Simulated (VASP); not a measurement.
# Bi (P6/mmm) in VASP: notebook, part 2 of 2

VASP 6.6.1.

## Step 4: Single point, PBE

This run uses another cell than the first one, of 32.01 Å³/atom, 1.087 times its volume.

INCAR

```
SYSTEM = Bi
  PREC = Accurate
  ENCUT = 520
  EDIFF = 1E-6
  ISMEAR = -1
  SIGMA = 0.1
  LREAL = .False.
  LASPH = .True.
  NELM = 60
  ALGO = Normal
  ISIF = 2
  LWAVE = .False.
  LCHARG = .False.
  GGA = PE
  NBANDS = 30
```

KPOINTS

```
regular mesh
0
Gamma
  7 7 11
  0 0 0
```

POSCAR

```
Bi
1.0
    5.7322969703      0.0000000000      0.0000000000
   -2.8661484852      4.9643147983      0.0000000000
    0.0000000000      0.0000000000      3.3745045518
Bi
3
Direct
    1.0000000000      1.0000000000      0.0000000000
    0.3333333333      0.6666666667      0.5000000000
    0.6666666667      0.3333333333      0.5000000000
```

Potentials or basis: VASP PAW PBE potentials, release 64 (Bi_d).

Run with:

```
$ cat potpaw_PBE.64/Bi_d/POTCAR > POTCAR
$ mpirun -np 1 vasp_std > vasp.out
```

OUTCAR:

```text
SYSTEM = Bi
   PREC = Accurate
   ENCUT = 520
   EDIFF = 1E-6
   ISMEAR = -1
   LREAL = .False.
   LASPH = .True.
   NELM = 60
   ISIF = 2
   GGA = PE

 ion  position               nearest neighbor table
   1  0.000  0.000  0.000-   2 3.71   3 3.71   2 3.71   3 3.71   3 3.71   3 3.71   2 3.71   2 3.71
                             3 3.71   3 3.71   2 3.71   2 3.71
   2  0.333  0.667  0.500-   3 3.31   3 3.31   3 3.31   1 3.71   1 3.71   1 3.71   1 3.71   1 3.71
                             1 3.71
   3  0.667  0.333  0.500-   2 3.31   2 3.31   2 3.31   1 3.71   1 3.71   1 3.71   1 3.71   1 3.71
                             1 3.71

  LATTYP: Found a hexagonal cell.
 ALAT       =     5.7322969703
 C/A-ratio  =     0.5886827862

  Lattice vectors:

 A1 = (   5.7322969703,   0.0000000000,   0.0000000000)
 A2 = (  -2.8661484852,   4.9643147983,   0.0000000000)
 A3 = (   0.0000000000,   0.0000000000,   3.3745045518)

Analysis of symmetry for initial positions (statically):
=====================================================================
 Subroutine PRICEL returns:
 Original cell was already a primitive cell.

 Routine SETGRP: Setting up the symmetry group for a
 hexagonal supercell.

 Subroutine GETGRP returns: Found 24 space group operations
 (whereof 24 operations were pure point group operations)
 out of a pool of 24 trial point group operations.

The static configuration has the point symmetry D_6h.

Analysis of symmetry for dynamics (positions and initial velocities):
=====================================================================
 Subroutine PRICEL returns:
 Original cell was already a primitive cell.

 Routine SETGRP: Setting up the symmetry group for a
 hexagonal supercell.

 Subroutine GETGRP returns: Found 24 space group operations
 (whereof 24 operations were pure point group operations)
 out of a pool of 24 trial point group operations.

The dynamic configuration has the point symmetry D_6h.

 Subroutine INISYM returns: Found 24 space group operations
 (whereof 24 operations are pure point group operations),
 and found     1 'primitive' translations

----------------------------------------------------------------------------------------

                                     Primitive cell

  volume of cell :      96.0280

  direct lattice vectors                    reciprocal lattice vectors
     5.732296970  0.000000000  0.000000000     0.174450138  0.100718834  0.000000000
    -2.866148485  4.964314798  0.000000000     0.000000000  0.201437669  0.000000000
     0.000000000  0.000000000  3.374504552     0.000000000  0.000000000  0.296339799

  length of vectors
     5.732296970  5.732296970  3.374504552     0.201437669  0.201437669  0.296339799

  position of ions in fractional coordinates (direct lattice)
     0.000000000  0.000000000  0.000000000
     0.333333333  0.666666667  0.500000000
     0.666666667  0.333333333  0.500000000

  ion indices of the primitive-cell ions
   primitive index   ion index
                 1           1
                 2           2
                 3           3

----------------------------------------------------------------------------------------

 KPOINTS: regular mesh

Automatic generation of k-mesh.
 Grid dimensions read from file:
 generate k-points for:    7    7   11

 Generating k-lattice:

  Cartesian coordinates                     Fractional coordinates (reciprocal lattice)
     0.024921448  0.014388405  0.000000000     0.142857143  0.000000000  0.000000000
     0.000000000  0.028776810  0.000000000     0.000000000  0.142857143  0.000000000
     0.000000000  0.000000000  0.026939982     0.000000000  0.000000000  0.090909091

  Length of vectors
     0.028776810  0.028776810  0.026939982

  Shift w.r.t. Gamma in fractional coordinates (k-lattice)
     0.000000000  0.000000000  0.000000000

 Subroutine IBZKPT returns following result:
 ===========================================

 Found     48 irreducible k-points:

 Following reciprocal coordinates:
            Coordinates               Weight
  0.000000  0.000000  0.000000      1.000000
  0.142857  0.000000  0.000000      6.000000
  0.285714 -0.000000  0.000000      6.000000
  0.428571  0.000000  0.000000      6.000000
  0.142857  0.142857  0.000000      6.000000
  0.285714  0.142857  0.000000     12.000000
[... 16 lines left out ...]
  0.428571  0.142857  0.181818     12.000000
  0.285714  0.285714  0.181818     12.000000
 [... further k-points ...]
   k-points           NKPTS =     48   k-points in BZ     NKDIM =     48   number of bands    NBANDS=     30
   number of dos      NEDOS =    301   number of ions     NIONS =      3
   total plane-waves  NPLWV =  64512
   dimension x,y,z NGX =    48 NGY =   48 NGZ =   28
   dimension x,y,z NGXF=    96 NGYF=   96 NGZF=   56
   ions per type =               3
   NGX,Y,Z   is equivalent  to a cutoff of  13.92, 13.92, 13.79 a.u.
   NGXF,Y,Z  is equivalent  to a cutoff of  27.84, 27.84, 27.59 a.u.
 SYSTEM =  Bi
   PREC   = accura    normal or accurate (medium, high low for compatibility)
   ISTART =      0    job   : 0-new  1-cont  2-samecut
   ICHARG =      2    charge: 1-file 2-atom 10-const
   ISPIN  =      1    spin polarized calculation?
   LNONCOLLINEAR =      F non collinear calculations
   LSORBIT =      F    spin-orbit coupling
   LASPH  =      T    aspherical Exc in radial PAW
   ENCUT  =  520.0 eV  38.22 Ry    6.18 a.u.  10.66 10.66  6.27*2*pi/ulx,y,z
   NELM   =     60;   NELMIN=  2; NELMDL= -5     # of ELM steps
   EDIFF  = 0.1E-05   stopping-criterion for ELM
   LREAL  =      F    real-space projection
   EDIFFG = 0.1E-04   stopping-criterion for IOM
   NSW    =      0    number of steps for IOM
   IBRION =     -1    ionic relax: 0-MD 1-quasi-New 2-CG
   NFREE  =      0    steps in history (QN), initial steepest desc. (CG)
   ISIF   =      2    stress and relaxation
   ISYM   =      2    0-nonsym 1-usesym 2-fastsym
   POTIM  = 0.5000    time-step for ionic-motion
   TEBEG  =    0.0;   TEEND  =   0.0 temperature during run
   PSTRESS=    0.0 pullay stress
   NELECT =      45.0000    total number of electrons
   NUPDOWN=      -1.0000    fix difference up-down
   EMIN   =  10.00;   EMAX   =-10.00  energy-range for DOS
   EFERMI =   0.00;   METHOD = LEGACY
   ISMEAR =    -1;   SIGMA  =   0.10  broadening in eV -4-tet -1-fermi 0-gaus
   EFERMI_NEDOS =   21; number of points for ismear=-14 and -15
   IALGO  =     38    algorithm
   IMIX   =      4    mixing-type and parameters
     AMIX     =   0.40;   BMIX     =  1.00
     AMIX_MAG =   1.60;   BMIX_MAG =  1.00
  volume/ion in A,a.u.               =      32.01       216.01
  Fermi-wavevector in a.u.,A,eV,Ry     =   1.271588  2.402952 21.999741  1.616935
  Thomas-Fermi vector in A             =   2.404513
   LORBIT       =      0    0 simple, 1 ext, 2 COOP (PROOUT), +10 PAW based schemes
   GGA     = PE    functional components
   LHFCALC =     F    Hartree Fock is set to
   AEXX    =    0.0000 exact exchange contribution
   IVDW    =     0    specifies the selected vdW correction
   LEPSILON=     F    determine dielectric tensor
   LRPA    =     F    only Hartree local field effects (RPA)
 non-spin polarized calculation
  energy-cutoff  :      520.00
  volume of cell :       96.03
 maximum number of plane-waves:      2641
 NGX is ok and might be reduce to    48
   NGX = 21   NGY = 21   NGZ = 13

 number of electron      44.9999996 magnetization

 Free energy of the ion-electron system (eV)
  ---------------------------------------------------
  ext. energy  EPLUGINS =         0.00000000
  ---------------------------------------------------
  free energy    TOTEN  =       -11.25420994 eV

  energy without entropy =      -11.17762869  energy(sigma->0) =      -11.21591931

 E-fermi :   7.5671     XC(G=0): -10.1492

 val. band max:        7.5412352375   @ k =   0.4286   0.1429   0.4545
 cond. band min:       7.5702000336   @ k =   0.2857  -0.0000   0.2727
 fundamental gap:      0.0289647961
 Fermi energy:         7.5670972576

 k-point     1 :       0.0000    0.0000    0.0000
  band No.  band energies     occupation
      1     -15.5316      2.00000
      2     -15.4644      2.00000
      3     -15.4331      2.00000
      4     -15.4256      2.00000
      5     -15.4256      2.00000
      6     -15.3590      2.00000
[... 781 lines left out ...]
     29      14.8150      0.00000
     30      14.8895      0.00000

 [... further k-points ...]

------------------------ aborting loop because EDIFF is reached ----------------------------------------

  FORCE on cell =-STRESS in cart. coord.  units (eV):
  Direction    XX          YY          ZZ          XY          YZ          ZX
  --------------------------------------------------------------------------------------
  -------------------------------------------------------------------------------------
  Total       -0.1245483     -0.1245483      0.4240054      0.0000000      0.0000000      0.0000000
  in kB       -2.0780237     -2.0780237      7.0743073      0.0000000      0.0000000      0.0000000
  external PRESSURE =       0.9727533 kB  Pullay stress =       0.0000000 kB

 VOLUME and BASIS-vectors are now :
 -----------------------------------------------------------------------------
  energy-cutoff  :      520.00
  volume of cell :       96.03
      direct lattice vectors                 reciprocal lattice vectors
     5.732296970  0.000000000  0.000000000     0.174450138  0.100718834  0.000000000
    -2.866148485  4.964314798  0.000000000     0.000000000  0.201437669  0.000000000
     0.000000000  0.000000000  3.374504552     0.000000000  0.000000000  0.296339799

 POSITION                                       TOTAL-FORCE (eV/Angst)
 -----------------------------------------------------------------------------------
      0.00000      0.00000      0.00000         0.000000      0.000000      0.000000
     -0.00000      3.30954      1.68725        -0.000000      0.000000      0.000000
      2.86615      1.65477      1.68725         0.000000     -0.000000     -0.000000
 -----------------------------------------------------------------------------------
    total drift:                               -0.000000      0.000000     -0.000000

  FREE ENERGIE OF THE ION-ELECTRON SYSTEM (eV)
  ---------------------------------------------------
  free  energy   TOTEN  =       -11.2542099354 eV

  energy  without entropy=      -11.1776286919  energy(sigma->0) =      -11.21591931
```

OSZICAR:

```text
N       E                     dE             d eps       ncg     rms          rms(c)
DAV:   1     0.507279067442E+03    0.50728E+03   -0.23232E+04  2880   0.181E+03
DAV:   2     0.384123701263E+02   -0.46887E+03   -0.45937E+03  2904   0.505E+02
DAV:   3    -0.926815990755E+01   -0.47681E+02   -0.46798E+02  3424   0.177E+02
DAV:   4    -0.111589110653E+02   -0.18908E+01   -0.18873E+01  3338   0.375E+01
DAV:   5    -0.112638723959E+02   -0.10496E+00   -0.10496E+00  4416   0.794E+00    0.787E-01
DAV:   6    -0.112543187174E+02    0.95537E-02   -0.35502E-02  3394   0.205E+00    0.473E-01
DAV:   7    -0.112538914361E+02    0.42728E-03   -0.19986E-02  3408   0.140E+00    0.156E-01
DAV:   8    -0.112541783855E+02   -0.28695E-03   -0.13108E-03  3398   0.367E-01    0.303E-02
DAV:   9    -0.112542121316E+02   -0.33746E-04   -0.90041E-05  4450   0.904E-02    0.886E-03
DAV:  10    -0.112542099183E+02    0.22133E-05   -0.35358E-06  2828   0.164E-02    0.195E-03
DAV:  11    -0.112542099354E+02   -0.17079E-07   -0.62667E-07  2016   0.910E-03
   1 F= -.11254210E+02 E0= -.11215919E+02  d E =-.765812E-01
```

stdout:

```text
POSCAR found type information on POSCAR Bi
 POSCAR found :  1 types and       3 ions
 scaLAPACK will be used
 LDA part: xc-table for (Slater+PW92), standard interpolation
 POSCAR, INCAR and KPOINTS ok, starting setup
 FFT: planning ... GRIDC
 FFT: planning ... GRID_SOFT
 FFT: planning ... GRID
 WAVECAR not read
 entering main loop
```

It took 74 s on 1 thread of AMD EPYC 9R14 (Zen 4), shared host; peak memory 0.26 GiB.

What came out:

```
Free energy : -11.2542 eV
Pressure    : 0.1 GPa
```

Stress tensor (GPa, compression positive):
```
-0.21  0.00  0.00
 0.00 -0.21  0.00
 0.00  0.00  0.71
```

Caveat: spin-orbit coupling is left out, which moves the levels of the heavy elements.

## Step 5: Overview

| cell | gap on the mesh (eV) | pressure (GPa) |
| --- | --- | --- |
| a = 5.575, b = 5.575, c = 3.282 Å, angles 90.0, 90.0, 120.0°, 3 atoms | none | 5.2 |
| a = 5.655, b = 5.655, c = 3.329 Å, angles 90.0, 90.0, 120.0°, 3 atoms | none | 2.4 |
| a = 5.732, b = 5.732, c = 3.375 Å, angles 90.0, 90.0, 120.0°, 3 atoms | none | 0.1 |

Alike in all rows: task single point; level PBE; potentials or basis VASP PAW PBE potentials, release 64 (Bi_d); no spin polarisation; k mesh 7 × 7 × 11; cutoff (eV) 520; smearing fermi-dirac 0.1 eV.

Caveats: spin-orbit coupling is left out, which moves the levels of the heavy elements.

Absolute energies hang on the potentials; compare differences alone.
